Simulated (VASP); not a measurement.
# NaCl (P4/mmm) in VASP: settings compared, part 2 of 2

VASP 6.6.1. The steps go on from the part before.

## 4. Single point, r2SCAN (epitaxial xy strain -0.3%)

Input file POSCAR:

```
NaCl
1.0
    3.4477833838      0.0000000000      0.0000000000
    0.0000000000      3.4477833838      0.0000000000
    0.0000000000      0.0000000000      3.4610495336
Na Cl
1 1
Direct
    0.0000000000      0.0000000000      0.0000000000
    0.5000000000      0.5000000000      0.5000000000
```

Input file INCAR.step1:

```
  ALGO = Normal
  EDIFF = 1E-4
  ENCUT = 520
  GGA = PE
  ISMEAR = 0
  LASPH = True
  LCHARG = False
  LREAL = False
  LWAVE = True
  NBANDS = 14
  NELM = 80
  PREC = Accurate
  SIGMA = 0.01
```

Input file INCAR.step2:

```
  ALGO = Normal
  EDIFF = 1E-7
  ENCUT = 520
  ISIF = 2
  ISMEAR = 0
  ISTART = 1
  LASPH = True
  LCHARG = False
  LMIXTAU = True
  LREAL = False
  LWAVE = False
  METAGGA = R2SCAN
  NBANDS = 14
  NELM = 80
  PREC = Accurate
  SIGMA = 0.01
```

Input file KPOINTS:

```
k-points
0
Gamma
  8 8 8
```

Potentials or basis: VASP PAW PBE potentials, release 64 (Na_pv, Cl).

Command:

```sh
$ cat potpaw_PBE.64/Na_pv/POTCAR potpaw_PBE.64/Cl/POTCAR > POTCAR
$ cp INCAR.step1 INCAR
$ mpirun -np 1 vasp_std > vasp.out
$ cp INCAR.step2 INCAR
$ mpirun -np 1 vasp_std > vasp.out
```

OUTCAR:

```text
EDIFF = 1E-7
   ENCUT = 520
   ISIF = 2
   ISMEAR = 0
   ISTART = 1
   LASPH = True
   LREAL = False
   METAGGA = R2SCAN
   NELM = 80
   PREC = Accurate

 ion  position               nearest neighbor table
   1  0.000  0.000  0.000-
   2  0.500  0.500  0.500-

  LATTYP: Found a simple tetragonal cell.
 ALAT       =     3.4477833838
 C/A-ratio  =     1.0038477330

  Lattice vectors:

 A1 = (   3.4477833838,   0.0000000000,   0.0000000000)
 A2 = (   0.0000000000,   3.4477833838,   0.0000000000)
 A3 = (   0.0000000000,   0.0000000000,   3.4610495336)

Analysis of symmetry for initial positions (statically):
=====================================================================
 Subroutine PRICEL returns:
 Original cell was already a primitive cell.

 Routine SETGRP: Setting up the symmetry group for a
 simple tetragonal supercell.

 Subroutine GETGRP returns: Found 16 space group operations
 (whereof 16 operations were pure point group operations)
 out of a pool of 16 trial point group operations.

[... 172 lines left out ...]
      1     -22.4480      2.00000
      2     -22.4480      2.00000
      3     -22.4474      2.00000
      4     -13.7758      2.00000
      5      -0.2213      2.00000
      6      -0.1859      2.00000
      7      -0.1859      2.00000
      8       5.3191      0.00000
      9       9.4567      0.00000
     10       9.4946      0.00000
     11      17.1464      0.00000
     12      17.1464      0.00000
     13      17.2074      0.00000
     14      17.6810      0.00000
[... 377 lines left out ...]
      1     -22.4907      2.00000
      2     -22.4491      2.00000
      3     -22.4480      2.00000
      4     -13.2804      2.00000
      5      -2.6371      2.00000
      6      -0.3345      2.00000
      7      -0.2596      2.00000
      8       9.0817      0.00000
      9       9.2825      0.00000
     10      11.1024      0.00000
     11      12.2997      0.00000
     12      14.1932      0.00000
     13      15.4610      0.00000
     14      16.6862      0.00000

 [... further k-points ...]

------------------------ aborting loop because EDIFF is reached ----------------------------------------

  FORCE on cell =-STRESS in cart. coord.  units (eV):
  Direction    XX          YY          ZZ          XY          YZ          ZX
  --------------------------------------------------------------------------------------
  -------------------------------------------------------------------------------------
  Total        0.0103216      0.0103216     -0.0808179      0.0000000     -0.0000000      0.0000000
  in kB        0.4019484      0.4019484     -3.1472421      0.0000000     -0.0000000      0.0000000
  external PRESSURE =      -0.7811151 kB  Pullay stress =       0.0000000 kB

 VOLUME and BASIS-vectors are now :
 -----------------------------------------------------------------------------
  energy-cutoff  :      520.00
  volume of cell :       41.14
      direct lattice vectors                 reciprocal lattice vectors
     3.447783384  0.000000000  0.000000000     0.290041423  0.000000000  0.000000000
     0.000000000  3.447783384  0.000000000     0.000000000  0.290041423  0.000000000
     0.000000000  0.000000000  3.461049534     0.000000000  0.000000000  0.288929699

 POSITION                                       TOTAL-FORCE (eV/Angst)
 -----------------------------------------------------------------------------------
      0.00000      0.00000      0.00000         0.000000      0.000000      0.000000
      1.72389      1.72389      1.73052         0.000000      0.000000      0.000000
 -----------------------------------------------------------------------------------
    total drift:                               -0.000000      0.000000      0.000000

  FREE ENERGIE OF THE ION-ELECTRON SYSTEM (eV)
  ---------------------------------------------------
  free  energy   TOTEN  =       -13.4658646886 eV

  energy  without entropy=      -13.4658646886  energy(sigma->0) =      -13.46586469
```

OUTCAR.step1:

```text
EDIFF = 1E-4
   ENCUT = 520
   GGA = PE
   ISMEAR = 0
   LASPH = True
[... 630 lines left out ...]
 -----------------------------------------------------------------------------------
      0.00000      0.00000      0.00000         0.000000      0.000000      0.000000
      1.72389      1.72389      1.73052         0.000000      0.000000      0.000000
 -----------------------------------------------------------------------------------
    total drift:                               -0.000000      0.000000      0.000000

  FREE ENERGIE OF THE ION-ELECTRON SYSTEM (eV)
  ---------------------------------------------------
  free  energy   TOTEN  =        -6.4606216278 eV

  energy  without entropy=       -6.4606216278  energy(sigma->0) =       -6.46062163
```

OSZICAR.step1:

```text
N       E                     dE             d eps       ncg     rms          rms(c)
DAV:   1     0.105857944730E+03    0.10586E+03   -0.70536E+03  2106   0.102E+03
DAV:   2     0.155911538127E+01   -0.10430E+03   -0.95003E+02  2396   0.289E+02
DAV:   3    -0.658415400815E+01   -0.81433E+01   -0.80950E+01  2658   0.738E+01
DAV:   4    -0.670459214843E+01   -0.12044E+00   -0.12039E+00  2370   0.954E+00
DAV:   5    -0.670711359968E+01   -0.25215E-02   -0.25214E-02  2758   0.141E+00    0.236E+00
DAV:   6    -0.648959898433E+01    0.21751E+00   -0.29126E-01  2712   0.342E+00    0.168E+00
DAV:   7    -0.646065901995E+01    0.28940E-01   -0.90669E-02  2968   0.184E+00    0.116E+00
DAV:   8    -0.646079520925E+01   -0.13619E-03   -0.10563E-02  2292   0.940E-01    0.432E-01
DAV:   9    -0.646055483209E+01    0.24038E-03   -0.47109E-04  2670   0.164E-01    0.188E-01
DAV:  10    -0.646062162776E+01   -0.66796E-04   -0.21162E-04  2346   0.112E-01
   1 F= -.64606216E+01 E0= -.64606216E+01  d E =-.184224E-45
```

It took 2.6 min on 1 thread of Intel Xeon 8259CL, shared host; peak memory 0.18 GiB.

Results:

```yaml
Free_energy: -13.4659 eV
Pressure: -0.1 GPa
Band_gap_on_the_k_mesh: 4.97 eV (least direct gap 5.50 eV)
```

Levels at points of the mesh, in eV from the valence-band top:
| k point | band 5 | band 6 | band 7 | band 8 | band 9 | band 10 |
| --- | --- | --- | --- | --- | --- | --- |
| (0.00, 0.00, 0.00) | -0.57 | -0.54 | -0.54 | 4.97 | 9.10 | 9.14 |
| (0.50, 0.00, 0.00) | -3.16 | -0.32 | -0.28 | 7.83 | 9.84 | 11.23 |
| (0.50, 0.50, 0.00) | -2.47 | -2.47 | -0.02 | 6.24 | 10.71 | 12.23 |
| (0.00, 0.00, 0.50) | -3.16 | -0.29 | -0.29 | 7.85 | 9.81 | 11.24 |
| (0.50, 0.00, 0.50) | -2.48 | -2.47 | 0.00 | 6.22 | 10.75 | 12.22 |
| (0.50, 0.50, 0.50) | -2.05 | -2.05 | -2.04 | 7.74 | 7.74 | 7.74 |

Caveat: the cell differs from its parent crystal (epitaxial xy strain -0.3%); the PAW data sets were made with another functional, which shifts forces and pressure a little.

## 5. Single point, r2SCAN (biaxial xy strain +5.4%)

Input file POSCAR:

```
NaCl
1.0
    3.6449774967      0.0000000000      0.0000000000
    0.0000000000      3.6449774967      0.0000000000
    0.0000000000      0.0000000000      3.4595458397
Na Cl
1 1
Direct
    0.0000000000      0.0000000000      0.0000000000
    0.5000000000      0.5000000000      0.5000000000
```

Input file INCAR.step1:

```
SYSTEM = NaCl
  PREC = Accurate
  ENCUT = 520
  ISMEAR = 0
  SIGMA = 0.01
  LREAL = .FALSE.
  LASPH = .TRUE.
  NELM = 100
  NBANDS = 14
  GGA = PE
  ALGO = Normal
  EDIFF = 1E-4
  LWAVE = .TRUE.
  LCHARG = .FALSE.
```

Input file INCAR.step2:

```
SYSTEM = NaCl
  PREC = Accurate
  ENCUT = 520
  EDIFF = 1E-6
  ISMEAR = 0
  SIGMA = 0.01
  LREAL = .FALSE.
  LASPH = .TRUE.
  NELM = 100
  ALGO = Normal
  ISIF = 2
  LWAVE = .FALSE.
  LCHARG = .FALSE.
  METAGGA = R2SCAN
  LMIXTAU = .TRUE.
  NBANDS = 14
  ISTART = 1
```

Input file KPOINTS:

```
regular mesh
0
G
  8 8 8
  0 0 0
```

Command:

```sh
$ cat potpaw_PBE.64/Na_pv/POTCAR potpaw_PBE.64/Cl/POTCAR > POTCAR
$ cp INCAR.step1 INCAR
$ mpirun -np 1 vasp_std > vasp.out
$ cp INCAR.step2 INCAR
$ mpirun -np 1 vasp_std > vasp.out
```

Wall time 2.5 min (1 thread of Intel Xeon 8259CL, shared host); peak memory 0.18 GiB.

It converged, with:

| Property | Result |
| --- | --- |
| Free energy | -13.4041 eV |
| Pressure | -2.5 GPa |
| Band gap on the k mesh | 4.33 eV (least direct gap 4.70 eV) |

Stress tensor (GPa, compression positive):
```
-3.72  0.00  0.00
 0.00 -3.72  0.00
 0.00  0.00  0.05
```

Levels at points of the mesh, in eV from the valence-band top:
```
           k point  band 4  band 5  band 6  band 7  band 8  band 9  band 10  band 11
(0.00, 0.00, 0.00)  -13.96   -0.80   -0.80   -0.37    4.33    8.77     9.31    15.70
(0.50, 0.00, 0.00)  -13.68   -2.89   -0.61   -0.20    7.27    8.69    11.13    11.85
(0.50, 0.50, 0.00)  -13.48   -2.32   -2.32    0.00    5.84   10.62    11.29    11.29
(0.00, 0.00, 0.50)  -13.58   -2.88   -0.52   -0.52    7.14    9.03    11.02    12.03
(0.50, 0.00, 0.50)  -13.38   -2.35   -2.19   -0.30    6.13   10.12    10.98    11.43
(0.50, 0.50, 0.50)  -13.17   -2.01   -1.86   -1.86    7.50    7.53     7.53    12.22
```

Caveat: the cell differs from its parent crystal (biaxial xy strain +5.4%); the PAW data sets were made with another functional, which shifts forces and pressure a little.

## 6. Overview

| level | cell | smearing | gap on the mesh (eV) | pressure (GPa) |
| --- | --- | --- | --- | --- |
| PBE | a = 3.448, b = 3.448, c = 3.461 Å, 2 atoms | fermi-dirac 0.02 eV | 4.12 | 1.3 |
| PBE | a = 3.645, b = 3.645, c = 3.460 Å, 2 atoms | fermi-dirac 0.02 eV | 3.53 | -1.4 |
| r2SCAN | a = 3.448, b = 3.448, c = 3.461 Å, 2 atoms | gaussian 0.01 eV | 4.97 | -0.1 |
| r2SCAN | a = 3.645, b = 3.645, c = 3.460 Å, 2 atoms | gaussian 0.01 eV | 4.33 | -2.5 |

Alike in all rows: task single point; potentials or basis VASP PAW PBE potentials, release 64 (Na_pv, Cl); no spin polarisation; k mesh 8 × 8 × 8; cutoff (eV) 520.

Caveats: the PAW data sets were made with another functional, which shifts forces and pressure a little (at least some runs).

Absolute energies hang on the potentials; compare differences alone.
